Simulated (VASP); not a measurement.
# CaO (P2_13) in VASP: relaxation of cell and atoms with PBEsol

Aim: the relaxation of cell and atoms of CaO with PBEsol.

Program: VASP 6.6.1. These are calculated values, not measurements. Logs are shortened: lines on timing, memory, paths and dates and some standing lists are left out, and cuts for length are marked.

**1. The cell of the first run**

It takes space group P2_13 (No. 198, cubic). The conventional cell has a = 4.807 Å, b = 4.807 Å, c = 4.807 Å, α = 90.00°, β = 90.00°, γ = 90.00°. Within 3.2 Å of Ca (site symmetry 3) lie 7 O at 2.46 to 2.70 Å and 6 Ca at 2.95 Å. O (site symmetry 3) has 7 Ca at 2.46 to 2.70 Å and 6 O at 2.98 Å within 3.2 Å.

**2. Relaxation of cell and atoms, PBEsol**

Contents of INCAR:

```
SYSTEM = CaO
  PREC = Accurate
  ENCUT = 600
  EDIFF = 1E-6
  ISMEAR = -1
  SIGMA = 0.03
  LREAL = .False.
  LASPH = .True.
  NELM = 80
  ALGO = Normal
  ISIF = 3
  LWAVE = .False.
  LCHARG = .False.
  GGA = PS
  IBRION = 2
  NSW = 100
  EDIFFG = -0.01
```

Contents of KPOINTS:

```
regular mesh
0
Gamma
  4 4 4
  0 0 0
```

Contents of POSCAR:

```
CaO
1.0
    4.8071113900      0.0000000000      0.0000000000
    0.0000000000      4.8071113900      0.0000000000
    0.0000000000      0.0000000000      4.8071113900
Ca O
4 4
Direct
    0.8630876900      0.6369123100      0.3630876900
    0.6369123100      0.3630876900      0.8630876900
    0.3630876900      0.8630876900      0.6369123100
    0.1369123100      0.1369123100      0.1369123100
    0.1586982700      0.3413017300      0.6586982700
    0.3413017300      0.6586982700      0.1586982700
    0.6586982700      0.1586982700      0.3413017300
    0.8413017300      0.8413017300      0.8413017300
```

Potentials or basis: VASP PAW PBE potentials, release 64 (Ca_sv, O).

On the command line:

```bash
cat potpaw_PBE.64/Ca_sv/POTCAR potpaw_PBE.64/O/POTCAR > POTCAR
mpirun -np 1 vasp_std > vasp.out
```

OUTCAR:

```text
SYSTEM = CaO
   PREC = Accurate
   ENCUT = 600
   EDIFF = 1E-6
   ISMEAR = -1
   LREAL = .False.
   LASPH = .True.
   NELM = 80
   ISIF = 3
   GGA = PS
   IBRION = 2
   NSW = 100
   EDIFFG = -0.01

 ion  position               nearest neighbor table
   1  0.863  0.637  0.363-   5 2.46   6 2.50   7 2.50   8 2.50   3 2.95   4 2.95   2 2.95   2 2.95
                             4 2.95   3 2.95
   2  0.637  0.363  0.863-   6 2.46   5 2.50   7 2.50   8 2.50   3 2.95   4 2.95   1 2.95   1 2.95
                             3 2.95   4 2.95
   3  0.363  0.863  0.637-   7 2.46   6 2.50   5 2.50   8 2.50   2 2.95   4 2.95   1 2.95   4 2.95
                             2 2.95   1 2.95
   4  0.137  0.137  0.137-   8 2.46   6 2.50   7 2.50   5 2.50   2 2.95   3 2.95   1 2.95   3 2.95
                             1 2.95   2 2.95
   5  0.159  0.341  0.659-   1 2.46   2 2.50   3 2.50   4 2.50
   6  0.341  0.659  0.159-   2 2.46   1 2.50   3 2.50   4 2.50
   7  0.659  0.159  0.341-   3 2.46   2 2.50   1 2.50   4 2.50
   8  0.841  0.841  0.841-   4 2.46   2 2.50   3 2.50   1 2.50

  LATTYP: Found a simple cubic cell.
 ALAT       =     4.8071113900

  Lattice vectors:

 A1 = (   4.8071113900,   0.0000000000,   0.0000000000)
 A2 = (   0.0000000000,   4.8071113900,   0.0000000000)
 A3 = (   0.0000000000,   0.0000000000,   4.8071113900)

Analysis of symmetry for initial positions (statically):
=====================================================================
 Subroutine PRICEL returns:
 Original cell was already a primitive cell.

 Routine SETGRP: Setting up the symmetry group for a
 simple cubic supercell.

 Subroutine GETGRP returns: Found 12 space group operations
 (whereof  3 operations were pure point group operations)
 out of a pool of 48 trial point group operations.

The static configuration has the point symmetry C_3 .
 The point group associated with its full space group is T   .

Analysis of symmetry for dynamics (positions and initial velocities):
=====================================================================
 Subroutine PRICEL returns:
 Original cell was already a primitive cell.

 Routine SETGRP: Setting up the symmetry group for a
 simple cubic supercell.

 Subroutine GETGRP returns: Found 12 space group operations
 (whereof  3 operations were pure point group operations)
 out of a pool of 48 trial point group operations.

The dynamic configuration has the point symmetry C_3 .
 The point group associated with its full space group is T   .

 Subroutine INISYM returns: Found 12 space group operations
 (whereof  3 operations are pure point group operations),
 and found     1 'primitive' translations

----------------------------------------------------------------------------------------

                                     Primitive cell

  volume of cell :     111.0843

  direct lattice vectors                    reciprocal lattice vectors
     4.807111390  0.000000000  0.000000000     0.208025136  0.000000000  0.000000000
     0.000000000  4.807111390  0.000000000     0.000000000  0.208025136  0.000000000
     0.000000000  0.000000000  4.807111390     0.000000000  0.000000000  0.208025136

  length of vectors
     4.807111390  4.807111390  4.807111390     0.208025136  0.208025136  0.208025136

  position of ions in fractional coordinates (direct lattice)
     0.863087690  0.636912310  0.363087690
     0.636912310  0.363087690  0.863087690
     0.363087690  0.863087690  0.636912310
     0.136912310  0.136912310  0.136912310
     0.158698270  0.341301730  0.658698270
     0.341301730  0.658698270  0.158698270
     0.658698270  0.158698270  0.341301730
     0.841301730  0.841301730  0.841301730

  ion indices of the primitive-cell ions
   primitive index   ion index
                 1           1
                 2           2
                 3           3
                 4           4
                 5           5
                 6           6
                 7           7
                 8           8

----------------------------------------------------------------------------------------

 KPOINTS: regular mesh

Automatic generation of k-mesh.
 Grid dimensions read from file:
 generate k-points for:    4    4    4

 Generating k-lattice:

  Cartesian coordinates                     Fractional coordinates (reciprocal lattice)
     0.052006284  0.000000000  0.000000000     0.250000000  0.000000000  0.000000000
     0.000000000  0.052006284  0.000000000     0.000000000  0.250000000  0.000000000
     0.000000000  0.000000000  0.052006284     0.000000000  0.000000000  0.250000000

  Length of vectors
     0.052006284  0.052006284  0.052006284

  Shift w.r.t. Gamma in fractional coordinates (k-lattice)
     0.000000000  0.000000000  0.000000000

 Subroutine IBZKPT returns following result:
 ===========================================

 Found     11 irreducible k-points:

 Following reciprocal coordinates:
            Coordinates               Weight
  0.000000  0.000000  0.000000      1.000000
  0.250000  0.000000  0.000000      6.000000
  0.500000  0.000000  0.000000      3.000000
  0.250000  0.250000  0.000000     12.000000
  0.500000  0.250000  0.000000      6.000000
 -0.250000  0.500000  0.000000      6.000000
  0.500000  0.500000  0.000000      3.000000
  0.250000  0.250000  0.250000      8.000000
  0.500000  0.250000  0.250000     12.000000
  0.500000  0.500000  0.250000      6.000000
  0.500000  0.500000  0.500000      1.000000
   k-points           NKPTS =     11   k-points in BZ     NKDIM =     11   number of bands    NBANDS=     38
   number of dos      NEDOS =    301   number of ions     NIONS =      8
   total plane-waves  NPLWV =  64000
   dimension x,y,z NGX =    40 NGY =   40 NGZ =   40
   dimension x,y,z NGXF=    80 NGYF=   80 NGZF=   80
   ions per type =               4   4
   NGX,Y,Z   is equivalent  to a cutoff of  13.83, 13.83, 13.83 a.u.
   NGXF,Y,Z  is equivalent  to a cutoff of  27.67, 27.67, 27.67 a.u.
 SYSTEM =  CaO
   PREC   = accura    normal or accurate (medium, high low for compatibility)
   ISTART =      0    job   : 0-new  1-cont  2-samecut
   ICHARG =      2    charge: 1-file 2-atom 10-const
   ISPIN  =      1    spin polarized calculation?
   LNONCOLLINEAR =      F non collinear calculations
   LSORBIT =      F    spin-orbit coupling
   LASPH  =      T    aspherical Exc in radial PAW
   ENCUT  =  600.0 eV  44.10 Ry    6.64 a.u.   9.60  9.60  9.60*2*pi/ulx,y,z
   NELM   =     80;   NELMIN=  2; NELMDL= -5     # of ELM steps
   EDIFF  = 0.1E-05   stopping-criterion for ELM
   LREAL  =      F    real-space projection
   EDIFFG = -.1E-01   stopping-criterion for IOM
   NSW    =    100    number of steps for IOM
   IBRION =      2    ionic relax: 0-MD 1-quasi-New 2-CG
   NFREE  =      1    steps in history (QN), initial steepest desc. (CG)
   ISIF   =      3    stress and relaxation
   ISYM   =      2    0-nonsym 1-usesym 2-fastsym
   POTIM  = 0.5000    time-step for ionic-motion
   TEBEG  =    0.0;   TEEND  =   0.0 temperature during run
   PSTRESS=    0.0 pullay stress
   NELECT =      64.0000    total number of electrons
   NUPDOWN=      -1.0000    fix difference up-down
   EMIN   =  10.00;   EMAX   =-10.00  energy-range for DOS
   EFERMI =   0.00;   METHOD = LEGACY
   ISMEAR =    -1;   SIGMA  =   0.03  broadening in eV -4-tet -1-fermi 0-gaus
   EFERMI_NEDOS =   21; number of points for ismear=-14 and -15
   IALGO  =     38    algorithm
   IMIX   =      4    mixing-type and parameters
     AMIX     =   0.40;   BMIX     =  1.00
     AMIX_MAG =   1.60;   BMIX_MAG =  1.00
  volume/ion in A,a.u.               =      13.89        93.70
  Fermi-wavevector in a.u.,A,eV,Ry     =   1.362231  2.574243 25.247954  1.855672
  Thomas-Fermi vector in A             =   2.488738
   LORBIT       =      0    0 simple, 1 ext, 2 COOP (PROOUT), +10 PAW based schemes
   GGA     = PS    functional components
   LHFCALC =     F    Hartree Fock is set to
   AEXX    =    0.0000 exact exchange contribution
   IVDW    =     0    specifies the selected vdW correction
   LEPSILON=     F    determine dielectric tensor
   LRPA    =     F    only Hartree local field effects (RPA)
 conjugate gradient relaxation of ions
 non-spin polarized calculation
  energy-cutoff  :      600.00
  volume of cell :      111.08
 maximum number of plane-waves:      3743
 NGX is ok and might be reduce to    40
   NGX = 19   NGY = 19   NGZ = 19

--------------------------------------- Ionic step        1  -------------------------------------------

 number of electron      64.0000002 magnetization

 Free energy of the ion-electron system (eV)
  ---------------------------------------------------
  ext. energy  EPLUGINS =         0.00000000
  ---------------------------------------------------
  free energy    TOTEN  =       -46.61206951 eV

  energy without entropy =      -46.61206951  energy(sigma->0) =      -46.61206951

------------------------ aborting loop because EDIFF is reached ----------------------------------------

  FORCE on cell =-STRESS in cart. coord.  units (eV):
  Direction    XX          YY          ZZ          XY          YZ          ZX
  --------------------------------------------------------------------------------------
  -------------------------------------------------------------------------------------
  Total       -5.7606455     -5.7606455     -5.7606455      0.0000000      0.0000000      0.0000000
  in kB      -83.0862535    -83.0862535    -83.0862535      0.0000000      0.0000000      0.0000000
  external PRESSURE =     -83.0862535 kB  Pullay stress =       0.0000000 kB
[... 107 lines left out ...]
  FREE ENERGIE OF THE ION-ELECTRON SYSTEM (eV)
  ---------------------------------------------------
  free  energy   TOTEN  =       -47.2056540016 eV

  energy  without entropy=      -47.2056540016  energy(sigma->0) =      -47.20565400

[... ionic steps 4 to 30 ...]

--------------------------------------- Ionic step       31  -------------------------------------------

 number of electron      64.0000009 magnetization

------------------------ aborting loop because EDIFF is reached ----------------------------------------

  FORCE on cell =-STRESS in cart. coord.  units (eV):
  Direction    XX          YY          ZZ          XY          YZ          ZX
  --------------------------------------------------------------------------------------
  -------------------------------------------------------------------------------------
  Total        0.0318622      0.0318622      0.0318622      0.0000000      0.0000000      0.0000000
  in kB        0.4691366      0.4691366      0.4691366      0.0000000      0.0000000      0.0000000
  external PRESSURE =       0.4691366 kB  Pullay stress =       0.0000000 kB
[... 69 lines left out ...]
  energy  without entropy=      -53.6561503509  energy(sigma->0) =      -53.65615035

--------------------------------------- Ionic step       33  -------------------------------------------

 number of electron      64.0000011 magnetization

 Free energy of the ion-electron system (eV)
  ---------------------------------------------------
  ext. energy  EPLUGINS =         0.00000000
  ---------------------------------------------------
  free energy    TOTEN  =       -53.65626884 eV

  energy without entropy =      -53.65626884  energy(sigma->0) =      -53.65626884

 E-fermi :   3.0007     XC(G=0): -10.8306

 val. band max:        2.3017705628   @ k =   0.0000   0.0000   0.0000
 cond. band min:       5.8277230244   @ k =   0.0000   0.0000   0.0000
 fundamental gap:      3.5259524616
 Fermi energy:         3.0007101965

 k-point     1 :       0.0000    0.0000    0.0000
  band No.  band energies     occupation
      1     -35.0075      2.00000
      2     -34.8565      2.00000
      3     -34.8565      2.00000
      4     -34.8565      2.00000
      5     -16.4999      2.00000
      6     -16.4999      2.00000
[... 475 lines left out ...]
  FREE ENERGIE OF THE ION-ELECTRON SYSTEM (eV)
  ---------------------------------------------------
  free  energy   TOTEN  =       -53.6562688355 eV

  energy  without entropy=      -53.6562688355  energy(sigma->0) =      -53.65626884

 reached required accuracy - stopping structural energy minimisation
```

Wall time 23 min (1 thread of Intel Xeon Platinum 8259CL at 2.50GHz (Skylake/Cascade Lake), shared host); peak memory 0.28 GiB.

What came out:

```yaml
Free_energy: -53.6563 eV
Relaxed_volume: 13.62 Å³/atom
Relaxed_cell: a = 4.776 Å, b = 4.776 Å, c = 4.776 Å, α = 90.00°, β = 90.00°, γ = 90.00°
Space_group_after_relaxing_to_0.1_Å: Fm-3m (No. 225)
Energy_gained_by_relaxing: 880.5 meV/atom
Ionic_steps: 33
Pressure_after_relaxing: -0.1 GPa
Largest_force_after_relaxing: 0.008 eV/Å
Band_gap_on_the_k_mesh: 3.53 eV
```

Forces on the atoms (eV/Å):
```
Ca  -0.005  0.005 -0.005
Ca   0.005 -0.005 -0.005
Ca  -0.005 -0.005  0.005
Ca   0.005  0.005  0.005
O   -0.005  0.005 -0.005
O    0.005 -0.005 -0.005
O   -0.005 -0.005  0.005
O    0.005  0.005  0.005
```

The path:
| step | energy change (eV) | largest force (eV/Å) | pressure (GPa) | volume (Å³) |
| --- | --- | --- | --- | --- |
| 1 | 0.0000 | 1.1904 | -8.31 | 111.08 |
| 2 | -0.5759 | 0.9427 | 1.40 | 99.91 |
| 3 | -0.5936 | 0.8387 | 4.31 | 97.62 |
| 4 | -0.9922 | 1.0593 | 5.31 | 97.83 |
| 5 | -2.2249 | 1.9606 | 11.22 | 98.44 |
| 6 | -4.1623 | 3.2106 | 23.35 | 99.67 |
| 7 | -2.3692 | 1.5031 | 13.37 | 102.15 |
| 8 | -4.2522 | 2.9950 | 25.35 | 100.57 |
| 9 | -4.3686 | 3.2232 | 25.53 | 100.20 |
| 10 | -4.4457 | 3.1499 | 24.80 | 100.53 |
| 11 | -4.6543 | 2.9138 | 22.60 | 101.53 |
| 12 | -4.9625 | 2.3855 | 18.19 | 103.55 |
| 13 | -5.0998 | 2.0251 | 9.61 | 107.67 |
| 14 | -5.1271 | 2.1188 | 11.91 | 106.50 |
| 15 | -5.2384 | 2.0650 | 11.32 | 106.83 |
| 16 | -5.5472 | 1.8902 | 9.46 | 107.83 |
| 17 | -6.0319 | 1.4714 | 5.79 | 109.86 |
| 18 | -6.3609 | 1.3064 | -1.07 | 113.98 |
| 19 | -6.3704 | 1.3079 | -0.17 | 113.37 |
| 20 | -6.4586 | 1.2098 | -0.47 | 113.16 |
| 21 | -6.6829 | 0.9035 | -1.24 | 112.53 |
| 22 | -6.9373 | 0.4318 | -1.86 | 111.28 |
| 23 | -6.9619 | 0.3809 | -1.84 | 110.74 |
| 24 | -6.9914 | 0.3285 | 0.08 | 108.82 |
| 25 | -6.9965 | 0.2881 | 1.50 | 107.51 |
| 26 | -7.0199 | 0.1816 | 1.12 | 107.82 |
| 27 | -7.0378 | 0.1407 | 0.51 | 108.40 |
| 28 | -7.0417 | 0.0812 | -0.34 | 109.18 |
| 29 | -7.0418 | 0.0734 | -0.44 | 109.29 |
| 30 | -7.0438 | 0.0228 | -0.07 | 108.92 |
| 31 | -7.0439 | 0.0268 | 0.05 | 108.81 |
| 32 | -7.0441 | 0.0205 | 0.00 | 108.86 |
| 33 | -7.0442 | 0.0083 | -0.09 | 108.95 |

Final structure:
```xyz
8
Lattice="4.7761 0.0000 0.0000 0.0000 4.7761 0.0000 0.0000 0.0000 4.7761" Properties=species:S:1:pos:R:3 pbc="T T T"
Ca    3.5825    3.5816    1.1945
Ca    3.5816    1.1945    3.5825
Ca    1.1945    3.5825    3.5816
Ca    1.1935    1.1935    1.1935
O     1.1948    1.1932    3.5829
O     1.1932    3.5829    1.1948
O     3.5829    1.1948    1.1932
O     3.5813    3.5813    3.5813
```

Caveat: the PAW data sets were made with another functional, which shifts forces and pressure a little.
